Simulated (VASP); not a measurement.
# AlGa3N4 (P1) in VASP: further runs

AlGa3N4 is run at these levels: PBEsol; tasks: single point.

Program: VASP 6.6.1. These are calculated values, not measurements. Logs are shortened: lines on timing, memory, paths and dates and some standing lists are left out, and cuts for length are marked.

## (1) The cell of the first run

The typed cell holds 8 atoms: a = 4.468 Å, b = 4.468 Å, c = 4.468 Å, α = 90.00°, β = 90.00°, γ = 90.00°.

## (2) Single point, PBEsol (mode 4 frozen in at -0.247 Å and mode 15 at -0.040 Å (largest displacements))

INCAR

```
SYSTEM = AlGa3N4
PREC = Accurate
ENCUT = 520
EDIFF = 1E-6
ISMEAR = 0
SIGMA = 0.05
LREAL = .False.
LASPH = .True.
NELM = 60
ALGO = Normal
ISIF = 2
LWAVE = .False.
LCHARG = .True.
GGA = PS
LELF = .True.
LVHAR = .True.
NBANDS = 41
```

KPOINTS

```
regular mesh
0
Gamma
  6 6 6
  0 0 0
```

POSCAR

```
AlGa3N4
1.0
    4.4675774128      0.0000000000      0.0000000000
    0.0000000000      4.4675774128      0.0000000000
    0.0000000000      0.0000000000      4.4675774128
Al Ga N
1 3 4
Direct
   -0.0000008510     -0.0000029365      0.0037056965
    0.4447125130      0.4999992294      0.0023768069
    0.5552869819     -0.0000018834      0.5010989598
   -0.0000005458      0.4999990277      0.5011004917
    0.7515714265      0.7345139786      0.2204146659
    0.7585248231      0.2585489767      0.7646321015
    0.2414840559      0.7755906895      0.7305019119
    0.2484265649      0.2313700625      0.2545337188
```

Potentials or basis: VASP PAW PBE potentials, release 64 (Al, Ga_d, N).

Command:

```console
cat potpaw_PBE.64/Al/POTCAR potpaw_PBE.64/Ga_d/POTCAR potpaw_PBE.64/N/POTCAR > POTCAR
mpirun -np 1 vasp_std > vasp.out
```

OUTCAR:

```text
SYSTEM = AlGa3N4
   PREC = Accurate
   ENCUT = 520
   EDIFF = 1E-6
   ISMEAR = 0
   LREAL = .False.
   LASPH = .True.
   NELM = 60
   ISIF = 2
   GGA = PS

 ion  position               nearest neighbor table
   1  1.000  1.000  0.004-   8 1.89   5 1.89   6 1.91   7 1.91   3 2.98   2 2.99   2 2.99   3 3.00

   2  0.445  0.500  0.002-   8 1.87   7 1.95   5 1.98   6 2.06   1 2.99   1 2.99
   3  0.555  1.000  0.501-   6 1.88   5 1.94   7 2.01   8 2.04   1 2.98   1 3.00
   4  1.000  0.500  0.501-   6 1.93   7 1.93   8 1.97   5 1.98
   5  0.752  0.735  0.220-   1 1.89   3 1.94   4 1.98   2 1.98
   6  0.759  0.259  0.765-   3 1.88   1 1.91   4 1.93   2 2.06
   7  0.241  0.776  0.731-   1 1.91   4 1.93   2 1.95   3 2.01
   8  0.248  0.231  0.255-   2 1.87   1 1.89   4 1.97   3 2.04

  LATTYP: Found a simple cubic cell.
 ALAT       =     4.4675774128

  Lattice vectors:

 A1 = (   4.4675774128,   0.0000000000,   0.0000000000)
 A2 = (   0.0000000000,   4.4675774128,   0.0000000000)
 A3 = (   0.0000000000,   0.0000000000,   4.4675774128)

Analysis of symmetry for initial positions (statically):
=====================================================================
 Subroutine PRICEL returns:
 Original cell was already a primitive cell.

 Routine SETGRP: Setting up the symmetry group for a
 simple cubic supercell.

 Subroutine GETGRP returns: Found  1 space group operations
 (whereof  1 operations were pure point group operations)
 out of a pool of 48 trial point group operations.

The static configuration has the point symmetry C_1 .

Analysis of symmetry for dynamics (positions and initial velocities):
=====================================================================
 Subroutine PRICEL returns:
 Original cell was already a primitive cell.

 Routine SETGRP: Setting up the symmetry group for a
 simple cubic supercell.

 Subroutine GETGRP returns: Found  1 space group operations
 (whereof  1 operations were pure point group operations)
 out of a pool of 48 trial point group operations.

The dynamic configuration has the point symmetry C_1 .

 Subroutine INISYM returns: Found  1 space group operations
 (whereof  1 operations are pure point group operations),
 and found     1 'primitive' translations

----------------------------------------------------------------------------------------

                                     Primitive cell

  volume of cell :      89.1695

  direct lattice vectors                    reciprocal lattice vectors
     4.467577413  0.000000000  0.000000000     0.223834957  0.000000000  0.000000000
     0.000000000  4.467577413  0.000000000     0.000000000  0.223834957  0.000000000
     0.000000000  0.000000000  4.467577413     0.000000000  0.000000000  0.223834957

  length of vectors
     4.467577413  4.467577413  4.467577413     0.223834957  0.223834957  0.223834957

  position of ions in fractional coordinates (direct lattice)
     0.999999149  0.999997063  0.003705696
     0.444712513  0.499999229  0.002376807
     0.555286982  0.999998117  0.501098960
     0.999999454  0.499999028  0.501100492
     0.751571426  0.734513979  0.220414666
     0.758524823  0.258548977  0.764632101
     0.241484056  0.775590689  0.730501912
     0.248426565  0.231370062  0.254533719

  ion indices of the primitive-cell ions
   primitive index   ion index
                 1           1
                 2           2
                 3           3
                 4           4
                 5           5
                 6           6
                 7           7
                 8           8

----------------------------------------------------------------------------------------

 KPOINTS: regular mesh

Automatic generation of k-mesh.
 Grid dimensions read from file:
 generate k-points for:    6    6    6

 Generating k-lattice:

  Cartesian coordinates                     Fractional coordinates (reciprocal lattice)
     0.037305826  0.000000000  0.000000000     0.166666667  0.000000000  0.000000000
     0.000000000  0.037305826  0.000000000     0.000000000  0.166666667  0.000000000
     0.000000000  0.000000000  0.037305826     0.000000000  0.000000000  0.166666667

  Length of vectors
     0.037305826  0.037305826  0.037305826

  Shift w.r.t. Gamma in fractional coordinates (k-lattice)
     0.000000000  0.000000000  0.000000000

 Subroutine IBZKPT returns following result:
 ===========================================

 Found    112 irreducible k-points:

 Following reciprocal coordinates:
            Coordinates               Weight
  0.000000  0.000000  0.000000      1.000000
  0.166667  0.000000  0.000000      2.000000
  0.000000  0.166667  0.000000      2.000000
  0.000000  0.000000  0.166667      2.000000
  0.333333  0.000000  0.000000      2.000000
  0.000000  0.333333  0.000000      2.000000
[... 16 lines left out ...]
  0.000000 -0.333333  0.166667      2.000000
 -0.166667  0.000000  0.333333      2.000000
 [... further k-points ...]
   k-points           NKPTS =    112   k-points in BZ     NKDIM =    112   number of bands    NBANDS=     41
   number of dos      NEDOS =    301   number of ions     NIONS =      8
   total plane-waves  NPLWV =  46656
   dimension x,y,z NGX =    36 NGY =   36 NGZ =   36
   dimension x,y,z NGXF=    72 NGYF=   72 NGZF=   72
   ions per type =               1   3   4
   NGX,Y,Z   is equivalent  to a cutoff of  13.40, 13.40, 13.40 a.u.
   NGXF,Y,Z  is equivalent  to a cutoff of  26.79, 26.79, 26.79 a.u.
 SYSTEM =  AlGa3N4
   PREC   = accura    normal or accurate (medium, high low for compatibility)
   ISTART =      0    job   : 0-new  1-cont  2-samecut
   ICHARG =      2    charge: 1-file 2-atom 10-const
   ISPIN  =      1    spin polarized calculation?
   LNONCOLLINEAR =      F non collinear calculations
   LSORBIT =      F    spin-orbit coupling
   LASPH  =      T    aspherical Exc in radial PAW
   ENCUT  =  520.0 eV  38.22 Ry    6.18 a.u.   8.31  8.31  8.31*2*pi/ulx,y,z
   NELM   =     60;   NELMIN=  2; NELMDL= -5     # of ELM steps
   EDIFF  = 0.1E-05   stopping-criterion for ELM
   LREAL  =      F    real-space projection
   EDIFFG = 0.1E-04   stopping-criterion for IOM
   NSW    =      0    number of steps for IOM
   IBRION =     -1    ionic relax: 0-MD 1-quasi-New 2-CG
   NFREE  =      0    steps in history (QN), initial steepest desc. (CG)
   ISIF   =      2    stress and relaxation
   ISYM   =      2    0-nonsym 1-usesym 2-fastsym
   POTIM  = 0.5000    time-step for ionic-motion
   TEBEG  =    0.0;   TEEND  =   0.0 temperature during run
   PSTRESS=    0.0 pullay stress
   NELECT =      62.0000    total number of electrons
   NUPDOWN=      -1.0000    fix difference up-down
   EMIN   =  10.00;   EMAX   =-10.00  energy-range for DOS
   EFERMI =   0.00;   METHOD = LEGACY
   ISMEAR =     0;   SIGMA  =   0.05  broadening in eV -4-tet -1-fermi 0-gaus
   EFERMI_NEDOS =   21; number of points for ismear=-14 and -15
   IALGO  =     38    algorithm
   IMIX   =      4    mixing-type and parameters
     AMIX     =   0.40;   BMIX     =  1.00
     AMIX_MAG =   1.60;   BMIX_MAG =  1.00
  volume/ion in A,a.u.               =      11.15        75.22
  Fermi-wavevector in a.u.,A,eV,Ry     =   1.450329  2.740725 28.619246  2.103455
  Thomas-Fermi vector in A             =   2.567954
   LORBIT       =      0    0 simple, 1 ext, 2 COOP (PROOUT), +10 PAW based schemes
   GGA     = PS    functional components
   LHFCALC =     F    Hartree Fock is set to
   AEXX    =    0.0000 exact exchange contribution
   IVDW    =     0    specifies the selected vdW correction
   LEPSILON=     F    determine dielectric tensor
   LRPA    =     F    only Hartree local field effects (RPA)
 non-spin polarized calculation
 Gauss-broadening in eV      SIGMA  =   0.05
  energy-cutoff  :      520.00
  volume of cell :       89.17
 maximum number of plane-waves:      2469
 NGX is ok and might be reduce to    36
   NGX = 17   NGY = 17   NGZ = 17

 number of electron      61.9999969 magnetization

 Free energy of the ion-electron system (eV)
  ---------------------------------------------------
  ext. energy  EPLUGINS =         0.00000000
  ---------------------------------------------------
  free energy    TOTEN  =       -54.31285450 eV

  energy without entropy =      -54.31285450  energy(sigma->0) =      -54.31285450

 E-fermi :   5.6891     XC(G=0): -11.7601

 val. band max:        5.4038226494   @ k =   0.0000   0.0000   0.0000
 cond. band min:       7.4887127538   @ k =   0.0000   0.0000   0.0000
 fundamental gap:      2.0848901044
 Fermi energy:         5.6890854672

 k-point     1 :       0.0000    0.0000    0.0000
  band No.  band energies     occupation
      1     -10.3937      2.00000
      2      -9.1660      2.00000
      3      -9.0437      2.00000
      4      -9.0302      2.00000
      5      -7.8735      2.00000
      6      -7.8592      2.00000
[... 33 lines left out ...]
     40      16.2179      0.00000
     41      16.2477      0.00000

 k-point     2 :       0.1667    0.0000    0.0000
  band No.  band energies     occupation
      1     -10.2834      2.00000
      2      -9.1975      2.00000
      3      -9.0460      2.00000
      4      -9.0353      2.00000
      5      -7.8638      2.00000
      6      -7.8581      2.00000
[... 33 lines left out ...]
     40      16.4061      0.00000
     41      16.4533      0.00000

 k-point     3 :       0.0000    0.1667    0.0000
  band No.  band energies     occupation
      1     -10.2796      2.00000
      2      -9.1674      2.00000
      3      -9.0811      2.00000
      4      -9.0383      2.00000
      5      -7.8718      2.00000
      6      -7.8578      2.00000
[... 33 lines left out ...]
     40      15.7191      0.00000
     41      16.4465      0.00000

 k-point     4 :       0.0000    0.0000    0.1667
  band No.  band energies     occupation
      1     -10.2798      2.00000
      2      -9.1726      2.00000
      3      -9.0683      2.00000
      4      -9.0460      2.00000
      5      -7.8701      2.00000
      6      -7.8592      2.00000
[... 825 lines left out ...]
     40      15.5176      0.00000
     41      15.8788      0.00000

 k-point    23 :       0.0000   -0.3333    0.1667
  band No.  band energies     occupation
      1      -9.8906      2.00000
      2      -9.2390      2.00000
      3      -9.1629      2.00000
      4      -9.0713      2.00000
      5      -7.8604      2.00000
      6      -7.8373      2.00000
[... 33 lines left out ...]
     40      15.5045      0.00000
     41      15.8688      0.00000

 k-point    24 :      -0.1667    0.0000    0.3333
  band No.  band energies     occupation
      1      -9.8951      2.00000
      2      -9.2530      2.00000
      3      -9.1419      2.00000
      4      -9.0764      2.00000
      5      -7.8569      2.00000
      6      -7.8296      2.00000
[... 33 lines left out ...]
     40      15.6543      0.00000
     41      15.8705      0.00000

 [... further k-points ...]
[... 5 lines left out ...]
  --------------------------------------------------------------------------------------
  -------------------------------------------------------------------------------------
  Total       -1.1009026      0.3048642      0.1470039      1.2285211     -0.0343461     -0.1351886
  in kB      -19.7807707      5.4777319      2.6413336     22.0737926     -0.6171238     -2.4290384
  external PRESSURE =      -3.8872350 kB  Pullay stress =       0.0000000 kB

 VOLUME and BASIS-vectors are now :
 -----------------------------------------------------------------------------
  energy-cutoff  :      520.00
  volume of cell :       89.17
      direct lattice vectors                 reciprocal lattice vectors
     4.467577413  0.000000000  0.000000000     0.223834957  0.000000000  0.000000000
     0.000000000  4.467577413  0.000000000     0.000000000  0.223834957  0.000000000
     0.000000000  0.000000000  4.467577413     0.000000000  0.000000000  0.223834957

 POSITION                                       TOTAL-FORCE (eV/Angst)
 -----------------------------------------------------------------------------------
      4.46757      4.46756      0.01656        -0.005781     -0.025020     -0.507651
      1.98679      2.23379      0.01062         2.131493      0.383560     -0.824765
      2.48079      4.46757      2.23870        -2.135183     -0.246669     -0.411236
      4.46757      2.23378      2.23871         0.006629     -0.008457     -0.377337
      3.35770      3.28150      0.98472         0.134154      0.460828      0.694834
      3.38877      1.15509      3.41605        -0.206841     -0.008522      0.312530
      1.07885      3.46501      3.26357         0.327244     -0.426426      0.745716
      1.10986      1.03366      1.13715        -0.251715     -0.129293      0.367909
 -----------------------------------------------------------------------------------
    total drift:                               -0.000022      0.000004      0.000355

  FREE ENERGIE OF THE ION-ELECTRON SYSTEM (eV)
  ---------------------------------------------------
  free  energy   TOTEN  =       -54.3128545022 eV

  energy  without entropy=      -54.3128545022  energy(sigma->0) =      -54.31285450
```

It took 9.9 min on 1 thread of Intel Xeon Platinum 8259CL at 2.50GHz (Skylake/Cascade Lake), shared host; peak memory 0.43 GiB.

What came out:

```yaml
Free_energy: -54.3129 eV
Pressure: -0.4 GPa
Largest_force: 2.317 eV/Å
Band_gap_on_the_k_mesh: 2.08 eV, direct
```

Forces in eV/Å, atoms in the order of the input:
```
Al  -0.006 -0.025 -0.508
Ga   2.131  0.384 -0.825
Ga  -2.135 -0.247 -0.411
Ga   0.007 -0.008 -0.377
N    0.134  0.461  0.695
N   -0.207 -0.009  0.313
N    0.327 -0.426  0.746
N   -0.252 -0.129  0.368
```

Caveat: the cell differs from its parent crystal (mode 4 frozen in at -0.247 Å and mode 15 at -0.040 Å (largest displacements)); the PAW data sets were made with another functional, which shifts forces and pressure a little.

## (3) Single point, PBEsol (mode 4 frozen in at -0.247 Å and mode 15 at -0.060 Å (largest displacements))

INCAR

```
PREC = Accurate
ENCUT = 520
EDIFF = 1E-6
ISMEAR = 0
SIGMA = 0.05
LREAL = False
LASPH = True
NELM = 80
ALGO = Normal
ISIF = 2
LWAVE = False
LCHARG = False
GGA = PS
NBANDS = 41
```

KPOINTS

```
regular mesh
0
Gamma
  6 6 6
```

POSCAR

```
AlGa3N4
1.0
    4.4675774128      0.0000000000      0.0000000000
    0.0000000000      4.4675774128      0.0000000000
    0.0000000000      0.0000000000      4.4675774128
Al Ga N
1 3 4
Direct
   -0.0000012765     -0.0000044047      0.0055585447
    0.4447123867      0.4999987937      0.0035652103
    0.5552868557     -0.0000028251      0.5016488226
   -0.0000008187      0.4999985919      0.5016503545
    0.7498338024      0.7327794367      0.2166767411
    0.7602641648      0.2568152326      0.7608933788
    0.2397491848      0.7773311582      0.7267612341
    0.2501631536      0.2331097334      0.2507922431
```

Potentials or basis: VASP PAW PBE potentials, release 64 (Al, Ga_d, N).

Command:

```console
cat potpaw_PBE.64/Al/POTCAR potpaw_PBE.64/Ga_d/POTCAR potpaw_PBE.64/N/POTCAR > POTCAR
mpirun -np 1 vasp_std > vasp.out
```

It took 16 min on 1 thread of AMD EPYC 7R13, shared host; peak memory 0.41 GiB.

The run converged. Its results:

```yaml
Free_energy: -54.2366 eV
Pressure: -0.1 GPa
Largest_force: 2.551 eV/Å
Band_gap_on_the_k_mesh: 2.03 eV, direct
```

Forces in eV/Å, atoms in the order of the input:
```
Al  -0.013 -0.038 -0.758
Ga   2.150  0.582 -1.243
Ga  -2.159 -0.371 -0.615
Ga   0.015 -0.012 -0.564
N    0.262  0.597  0.939
N   -0.254  0.085  0.570
N    0.438 -0.510  0.989
N   -0.439 -0.334  0.683
```

Stress tensor (GPa, compression positive):
```
-1.63  3.33 -0.37
 3.33  0.97 -0.14
-0.37 -0.14  0.33
```

Levels at points of the mesh, in eV from the valence-band top:
```
           k point  band 29  band 30  band 31  band 32  band 33  band 34
(0.00, 0.00, 0.00)    -0.32    -0.14     0.00     2.03     2.93     3.00
(0.50, 0.00, 0.00)    -1.59    -1.32    -1.32     4.53     4.66     5.79
(0.00, 0.50, 0.00)    -1.49    -1.30    -1.23     4.50     4.62     5.64
(0.00, 0.00, 0.50)    -1.40    -1.36    -1.21     4.53     4.62     5.59
(0.50, 0.50, 0.00)    -1.06    -0.83    -0.74     6.19     6.37     6.62
(0.00, 0.50, 0.50)    -1.05    -1.04    -0.70     5.87     5.88     6.38
(0.50, 0.00, 0.50)    -1.03    -0.97    -0.72     6.24     6.40     6.66
(0.50, 0.50, 0.50)    -0.77    -0.73    -0.57     4.55     4.56     4.77
```

Caveat: the cell differs from its parent crystal (mode 4 frozen in at -0.247 Å and mode 15 at -0.060 Å (largest displacements)); the PAW data sets were made with another functional, which shifts forces and pressure a little.

## (4) Single point, PBEsol (mode 4 frozen in at -0.165 Å and mode 15 at -0.040 Å (largest displacements))

INCAR

```
PREC = Accurate ; ENCUT = 520
EDIFF = 1E-7 ; ISMEAR = 0
SIGMA = 0.05 ; LREAL = False
LASPH = True ; NELM = 80
ALGO = Normal ; ISIF = 2
LWAVE = False ; LCHARG = False
GGA = PS ; NBANDS = 41
```

KPOINTS is that of step 3.

POSCAR

```
AlGa3N4
1.0
    4.4675774128      0.0000000000      0.0000000000
    0.0000000000      4.4675774128      0.0000000000
    0.0000000000      0.0000000000      4.4675774128
Al Ga N
1 3 4
Direct
   -0.0000008510     -0.0000029365      0.0037056965
    0.4631341300      0.4999991958      0.0023768069
    0.5368653649     -0.0000018834      0.5010992150
   -0.0000005458      0.4999990613      0.5011002364
    0.7515713374      0.7401994574      0.2261000556
    0.7585249122      0.2528636554      0.7589466910
    0.2414839875      0.7699052106      0.7361873224
    0.2484266333      0.2370553839      0.2488483290
```

Command:

```console
cat potpaw_PBE.64/Al/POTCAR potpaw_PBE.64/Ga_d/POTCAR potpaw_PBE.64/N/POTCAR > POTCAR
mpirun -np 1 vasp_std > vasp.out
```

It took 15 min on 1 thread of AMD EPYC 7R13, shared host; peak memory 0.41 GiB.

Results (log left out):

* Free energy: -54.6403 eV
* Pressure: -0.1 GPa
* Largest force: 1.712 eV/Å
* Band gap on the k mesh: 2.15 eV, direct

Forces on the atoms (eV/Å):
```
Al  -0.004 -0.017 -0.510
Ga   1.471  0.270 -0.835
Ga  -1.473 -0.172 -0.399
Ga   0.005 -0.006 -0.382
N    0.192  0.374  0.630
N   -0.199  0.089  0.394
N    0.288 -0.343  0.646
N   -0.280 -0.197  0.456
```

Stress tensor (GPa, compression positive):
```
-0.83  2.36 -0.17
 2.36  0.35 -0.04
-0.17 -0.04  0.06
```

Levels at points of the mesh, in eV from the valence-band top:
| k point | band 28 | band 29 | band 30 | band 31 | band 32 | band 33 | band 34 | band 35 |
| --- | --- | --- | --- | --- | --- | --- | --- | --- |
| (0.00, 0.00, 0.00) | -2.46 | -0.21 | -0.10 | 0.00 | 2.15 | 3.10 | 3.15 | 3.21 |
| (0.50, 0.00, 0.00) | -1.56 | -1.56 | -1.29 | -1.29 | 4.67 | 4.78 | 5.95 | 5.95 |
| (0.00, 0.50, 0.00) | -1.57 | -1.52 | -1.28 | -1.25 | 4.66 | 4.76 | 5.87 | 5.89 |
| (0.00, 0.00, 0.50) | -1.66 | -1.45 | -1.32 | -1.23 | 4.67 | 4.76 | 5.83 | 5.93 |
| (0.50, 0.50, 0.00) | -1.16 | -1.05 | -0.88 | -0.71 | 6.39 | 6.59 | 6.74 | 6.95 |
| (0.00, 0.50, 0.50) | -1.07 | -1.03 | -1.02 | -0.69 | 6.28 | 6.28 | 6.50 | 7.05 |
| (0.50, 0.00, 0.50) | -1.06 | -1.02 | -0.99 | -0.70 | 6.43 | 6.59 | 6.75 | 6.97 |
| (0.50, 0.50, 0.50) | -0.84 | -0.79 | -0.73 | -0.62 | 4.72 | 4.73 | 4.83 | 6.08 |

Caveat: the cell differs from its parent crystal (mode 4 frozen in at -0.165 Å and mode 15 at -0.040 Å (largest displacements)); the PAW data sets were made with another functional, which shifts forces and pressure a little.

[end of part 1 of 2]
